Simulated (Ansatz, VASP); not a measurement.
**Two plane-wave programs on Ta3W2**

```
Ta W
1.0
     1.62529   -2.31869   -0.00117
     4.87300    2.31672    0.00287
     1.62761    0.00768   11.48586
Ta W
6 4
Cartesian
  1.6278 0.0038 9.1037
  4.8769 0.0028 9.1046
  1.6245 0.0000 0.0004
  4.8737 -0.0009 0.0013
  3.2490 0.0031 2.3830
  6.4982 0.0021 2.3839
  1.6251 0.0039 4.6574
  4.8743 0.0029 4.6582
  3.2516 0.0021 6.8293
  6.5008 0.0011 6.8302
```

Change from the starting cell: cell x2, atoms moved at random (sigma 0.1 Å) and cell strained at random (1.5 %), then relaxed without symmetry.

Alike in both runs: functional PBE; k mesh 8 × 4 × 2; occupations gaussian, width 0.2 eV; no spin polarisation.

Ansatz relaxed the structure, and its values are those at the end. VASP's run is a single point on that final structure, the one shown.

```csv
,VASP,Ansatz
version,VASP 6.6.1,Ansatz 0.2.0
potentials or method,"VASP PAW PBE potentials, release 64 (Ta_pv, W_sv), cutoff 520 eV","scalar-relativistic, plane waves, PAW"
valence electrons in the cell,122,134
```

VASP gave:

* gap on the k mesh at the Fermi level (eV): none
* pressure (GPa): 0.3
* rms of the force components (eV/Å): 0.007

Question: Which values does Ansatz return?

Answer: gap on the k mesh at the Fermi level (eV): none; pressure (GPa): 0.0; rms of the force components (eV/Å): 0.001.

A gap of «none» marks a metal or a gap that the smearing closes. VASP's potentials hold 122 valence electrons a cell and Ansatz's 134, so a difference there can come from the potentials and not from the codes.

Neither program's run includes spin-orbit coupling.
